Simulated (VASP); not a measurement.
# Ge (Fd-3m) in VASP: a series of runs

Ge is run at these levels: LDA, PBEsol; tasks: single point.

Everything below comes from runs of VASP 6.6.1. Logs are shortened: lines on timing, memory, paths and dates and some standing lists are left out, and cuts for length are marked.

**1. The cell of the first run**

Symmetry: Fd-3m, No. 227, cubic system. The conventional cell has a = 5.675 Å, b = 5.675 Å, c = 5.675 Å, α = 90.00°, β = 90.00°, γ = 90.00°. Ge (site symmetry -43m) has 4 Ge at 2.46 Å within 3.2 Å.

**2. Single point, LDA**

The input, INCAR:

```
PREC = Accurate
ENCUT = 520
EDIFF = 1E-6
ISMEAR = -1
SIGMA = 0.05
LREAL = False
LASPH = True
NELM = 80
ALGO = Normal
ISIF = 2
LWAVE = False
LCHARG = False
NBANDS = 21
```

The input, KPOINTS:

```
regular mesh
0
Gamma
  11 11 11
```

The input, POSCAR:

```
Ge
1.0
    0.0000000000      2.8374271074      2.8374271074
    2.8374271074      0.0000000000      2.8374271074
    2.8374271074      2.8374271074      0.0000000000
Ge
2
Direct
    0.0000000000      0.0000000000      0.0000000000
    0.2500000000      0.2500000000      0.2500000000
```

Potentials or basis: VASP PAW LDA potentials, release 64 (Ge_d).

Command:

```
$ cat potpaw_LDA.64/Ge_d/POTCAR > POTCAR
$ mpirun -np 1 vasp_std > vasp.out
```

OUTCAR:

```text
PREC = Accurate
   ENCUT = 520
   EDIFF = 1E-6
   ISMEAR = -1
   LREAL = False
   LASPH = True
   NELM = 80
   ISIF = 2

 ion  position               nearest neighbor table
   1  0.000  0.000  0.000-   2 2.46   2 2.46   2 2.46   2 2.46
   2  0.250  0.250  0.250-   1 2.46   1 2.46   1 2.46   1 2.46

  LATTYP: Found a face centered cubic cell.
 ALAT       =     5.6748542148

  Lattice vectors:

 A1 = (   0.0000000000,   2.8374271074,   2.8374271074)
 A2 = (   2.8374271074,   0.0000000000,   2.8374271074)
 A3 = (   2.8374271074,   2.8374271074,   0.0000000000)

Analysis of symmetry for initial positions (statically):
=====================================================================
 Subroutine PRICEL returns:
 Original cell was already a primitive cell.

 Routine SETGRP: Setting up the symmetry group for a
 face centered cubic supercell.

 Subroutine GETGRP returns: Found 48 space group operations
 (whereof 24 operations were pure point group operations)
 out of a pool of 48 trial point group operations.

The static configuration has the point symmetry T_d .
 The point group associated with its full space group is O_h .

Analysis of symmetry for dynamics (positions and initial velocities):
=====================================================================
 Subroutine PRICEL returns:
 Original cell was already a primitive cell.

 Routine SETGRP: Setting up the symmetry group for a
 face centered cubic supercell.

 Subroutine GETGRP returns: Found 48 space group operations
 (whereof 24 operations were pure point group operations)
 out of a pool of 48 trial point group operations.

The dynamic configuration has the point symmetry T_d .
 The point group associated with its full space group is O_h .

 Subroutine INISYM returns: Found 48 space group operations
 (whereof 24 operations are pure point group operations),
 and found     1 'primitive' translations

----------------------------------------------------------------------------------------

                                     Primitive cell

  volume of cell :      45.6882

  direct lattice vectors                    reciprocal lattice vectors
     0.000000000  2.837427107  2.837427107    -0.176215981  0.176215981  0.176215981
     2.837427107  0.000000000  2.837427107     0.176215981 -0.176215981  0.176215981
     2.837427107  2.837427107  0.000000000     0.176215981  0.176215981 -0.176215981
[... 79 lines left out ...]
   LNONCOLLINEAR =      F non collinear calculations
   LSORBIT =      F    spin-orbit coupling
   LASPH  =      T    aspherical Exc in radial PAW
   ENCUT  =  520.0 eV  38.22 Ry    6.18 a.u.   7.46  7.46  7.46*2*pi/ulx,y,z
   NELM   =     80;   NELMIN=  2; NELMDL= -5     # of ELM steps
   EDIFF  = 0.1E-05   stopping-criterion for ELM
   LREAL  =      F    real-space projection
   EDIFFG = 0.1E-04   stopping-criterion for IOM
   NSW    =      0    number of steps for IOM
   IBRION =     -1    ionic relax: 0-MD 1-quasi-New 2-CG
   NFREE  =      0    steps in history (QN), initial steepest desc. (CG)
   ISIF   =      2    stress and relaxation
   ISYM   =      2    0-nonsym 1-usesym 2-fastsym
   POTIM  = 0.5000    time-step for ionic-motion
   TEBEG  =    0.0;   TEEND  =   0.0 temperature during run
   PSTRESS=    0.0 pullay stress
   NELECT =      28.0000    total number of electrons
   NUPDOWN=      -1.0000    fix difference up-down
   EMIN   =  10.00;   EMAX   =-10.00  energy-range for DOS
   EFERMI =   0.00;   METHOD = LEGACY
   ISMEAR =    -1;   SIGMA  =   0.05  broadening in eV -4-tet -1-fermi 0-gaus
   EFERMI_NEDOS =   21; number of points for ismear=-14 and -15
   IALGO  =     38    algorithm
   IMIX   =      4    mixing-type and parameters
     AMIX     =   0.40;   BMIX     =  1.00
     AMIX_MAG =   1.60;   BMIX_MAG =  1.00
  volume/ion in A,a.u.               =      22.84       154.16
  Fermi-wavevector in a.u.,A,eV,Ry     =   1.390570  2.627796 26.309373  1.933684
  Thomas-Fermi vector in A             =   2.514492
   LORBIT       =      0    0 simple, 1 ext, 2 COOP (PROOUT), +10 PAW based schemes
   GGA     = CA    functional components
   LHFCALC =     F    Hartree Fock is set to
   AEXX    =    0.0000 exact exchange contribution
   IVDW    =     0    specifies the selected vdW correction
   LEPSILON=     F    determine dielectric tensor
   LRPA    =     F    only Hartree local field effects (RPA)
 non-spin polarized calculation
  energy-cutoff  :      520.00
  volume of cell :       45.69
 maximum number of plane-waves:      1247
 NGX is ok and might be reduce to    30
   NGX = 15   NGY = 15   NGZ = 15

 number of electron      28.0000014 magnetization

 Free energy of the ion-electron system (eV)
  ---------------------------------------------------
  ext. energy  EPLUGINS =         0.00000000
  ---------------------------------------------------
  free energy    TOTEN  =       -10.38399313 eV

  energy without entropy =      -10.38322147  energy(sigma->0) =      -10.38360730

 E-fermi :   4.6173     XC(G=0): -10.2460

 val. band max:        4.4425816005   @ k =   0.0909   0.0000   0.0000
 cond. band min:       4.6355336562   @ k =   0.0000   0.0000   0.0000
 fundamental gap:      0.1929520558
 Fermi energy:         4.6172924958

 k-point     1 :       0.0000    0.0000    0.0000
  band No.  band energies     occupation
      1     -20.2912      2.00000
      2     -20.2912      2.00000
      3     -20.2912      2.00000
      4     -20.2552      2.00000
      5     -20.2552      2.00000
      6     -20.0494      2.00000
[... 565 lines left out ...]
     20      14.0615      0.00000
     21      14.3261      0.00000

 [... further k-points ...]

------------------------ aborting loop because EDIFF is reached ----------------------------------------

  FORCE on cell =-STRESS in cart. coord.  units (eV):
  Direction    XX          YY          ZZ          XY          YZ          ZX
  --------------------------------------------------------------------------------------
  -------------------------------------------------------------------------------------
  Total       -0.4886377     -0.4886377     -0.4886377      0.0000000      0.0000000     -0.0000000
  in kB      -17.1353675    -17.1353675    -17.1353675      0.0000000      0.0000000     -0.0000000
  external PRESSURE =     -17.1353675 kB  Pullay stress =       0.0000000 kB

 VOLUME and BASIS-vectors are now :
 -----------------------------------------------------------------------------
  energy-cutoff  :      520.00
  volume of cell :       45.69
      direct lattice vectors                 reciprocal lattice vectors
     0.000000000  2.837427107  2.837427107    -0.176215981  0.176215981  0.176215981
     2.837427107  0.000000000  2.837427107     0.176215981 -0.176215981  0.176215981
     2.837427107  2.837427107  0.000000000     0.176215981  0.176215981 -0.176215981

 POSITION                                       TOTAL-FORCE (eV/Angst)
 -----------------------------------------------------------------------------------
      0.00000      0.00000      0.00000        -0.000000     -0.000000     -0.000000
      1.41871      1.41871      1.41871         0.000000      0.000000      0.000000
 -----------------------------------------------------------------------------------
    total drift:                                0.000000     -0.000000      0.000000

  FREE ENERGIE OF THE ION-ELECTRON SYSTEM (eV)
  ---------------------------------------------------
  free  energy   TOTEN  =       -10.3839931311 eV

  energy  without entropy=      -10.3832214727  energy(sigma->0) =      -10.38360730
```

stdout:

```text
POSCAR found type information on POSCAR Ge
 POSCAR found :  1 types and       2 ions
 scaLAPACK will be used
 LDA part: xc-table for (Slater(with rela. corr.)+CA(PZ))
 , standard interpolation
 POSCAR, INCAR and KPOINTS ok, starting setup
 FFT: planning ... GRIDC
 FFT: planning ... GRID_SOFT
 FFT: planning ... GRID
 WAVECAR not read
 entering main loop
```

Run time: 25 s. Hardware: 1 thread of Intel Xeon Platinum 8488C (Sapphire Rapids), shared host; peak memory 0.17 GiB.

What came out:

* Free energy: -10.3840 eV
* Pressure: -1.7 GPa
* Band gap on the k mesh: zero (filled and empty bands touch)

Levels at points of the mesh, in eV from the Fermi level:
| k point | band 10 | band 11 | band 12 | band 13 | band 14 | band 15 | band 16 | band 17 | band 18 | band 19 |
| --- | --- | --- | --- | --- | --- | --- | --- | --- | --- | --- |
| (0.00, 0.00, 0.00) | -24.65 | -12.72 | -0.21 | 0.02 | 0.02 | 0.02 | 2.54 | 2.54 | 2.54 | 6.20 |

**3. Single point, PBEsol**

The input, INCAR:

```
SYSTEM = Ge
PREC = Accurate
ENCUT = 520
EDIFF = 1E-6
ISMEAR = -1
SIGMA = 0.05
LREAL = .False.
LASPH = .True.
NELM = 100
ALGO = Normal
ISIF = 2
LWAVE = .False.
LCHARG = .True.
GGA = PS
LELF = .True.
LVHAR = .True.
NBANDS = 21
```

The input, KPOINTS:

```
Automatic mesh
0
Gamma
  11 11 11
  0 0 0
```

POSCAR is that of step 2.

Potentials or basis: VASP PAW PBE potentials, release 64 (Ge_d).

Command:

```
$ cat potpaw_PBE.64/Ge_d/POTCAR > POTCAR
$ mpirun -np 1 vasp_std > vasp.out
```

OUTCAR:

```text
SYSTEM = Ge
   PREC = Accurate
   ENCUT = 520
   EDIFF = 1E-6
   ISMEAR = -1
   LREAL = .False.
   LASPH = .True.
   NELM = 100
   ISIF = 2
   GGA = PS

 ion  position               nearest neighbor table
   1  0.000  0.000  0.000-   2 2.46   2 2.46   2 2.46   2 2.46
   2  0.250  0.250  0.250-   1 2.46   1 2.46   1 2.46   1 2.46

  LATTYP: Found a face centered cubic cell.
 ALAT       =     5.6748542148

  Lattice vectors:

 A1 = (   0.0000000000,   2.8374271074,   2.8374271074)
 A2 = (   2.8374271074,   0.0000000000,   2.8374271074)
 A3 = (   2.8374271074,   2.8374271074,   0.0000000000)

Analysis of symmetry for initial positions (statically):
=====================================================================
 Subroutine PRICEL returns:
 Original cell was already a primitive cell.

 Routine SETGRP: Setting up the symmetry group for a
 face centered cubic supercell.

 Subroutine GETGRP returns: Found 48 space group operations
 (whereof 24 operations were pure point group operations)
[... 161 lines left out ...]
  ---------------------------------------------------
  free energy    TOTEN  =        -9.87305387 eV

  energy without entropy =       -9.87244946  energy(sigma->0) =       -9.87275167

 E-fermi :   4.7831     XC(G=0): -10.0861

 val. band max:        4.7740109725   @ k =   0.0000   0.0000   0.0000
 cond. band min:       4.8865913594   @ k =   0.4545   0.0000   0.0000
 fundamental gap:      0.1125803869
 Fermi energy:         4.7831109414

 k-point     1 :       0.0000    0.0000    0.0000
  band No.  band energies     occupation
      1     -19.9753      2.00000
      2     -19.9753      2.00000
      3     -19.9753      2.00000
      4     -19.9394      2.00000
      5     -19.9394      2.00000
      6     -19.7321      2.00000
[... 565 lines left out ...]
     20      14.2275      0.00000
     21      14.4760      0.00000

 [... further k-points ...]

------------------------ aborting loop because EDIFF is reached ----------------------------------------

  FORCE on cell =-STRESS in cart. coord.  units (eV):
  Direction    XX          YY          ZZ          XY          YZ          ZX
  --------------------------------------------------------------------------------------
  -------------------------------------------------------------------------------------
  Total       -0.1103456     -0.1103456     -0.1103456      0.0000000      0.0000000      0.0000000
  in kB       -3.8695578     -3.8695578     -3.8695578      0.0000000      0.0000000      0.0000000
  external PRESSURE =      -3.8695578 kB  Pullay stress =       0.0000000 kB

 VOLUME and BASIS-vectors are now :
 -----------------------------------------------------------------------------
  energy-cutoff  :      520.00
  volume of cell :       45.69
      direct lattice vectors                 reciprocal lattice vectors
     0.000000000  2.837427107  2.837427107    -0.176215981  0.176215981  0.176215981
     2.837427107  0.000000000  2.837427107     0.176215981 -0.176215981  0.176215981
     2.837427107  2.837427107  0.000000000     0.176215981  0.176215981 -0.176215981

 POSITION                                       TOTAL-FORCE (eV/Angst)
 -----------------------------------------------------------------------------------
      0.00000      0.00000      0.00000         0.000000      0.000000      0.000000
      1.41871      1.41871      1.41871        -0.000000     -0.000000     -0.000000
 -----------------------------------------------------------------------------------
    total drift:                                0.000000     -0.000000      0.000000

  FREE ENERGIE OF THE ION-ELECTRON SYSTEM (eV)
  ---------------------------------------------------
  free  energy   TOTEN  =        -9.8730538747 eV

  energy  without entropy=       -9.8724494614  energy(sigma->0) =       -9.87275167
```

Run time: 29 s. Hardware: 1 thread of Intel Xeon Platinum 8488C (Sapphire Rapids), shared host; peak memory 0.19 GiB.

Results:

```
Free energy            : -9.8731 eV
Pressure               : -0.4 GPa
Band gap on the k mesh : zero (filled and empty bands touch)
```

Caveat: the PAW data sets were made with another functional, which shifts forces and pressure a little.
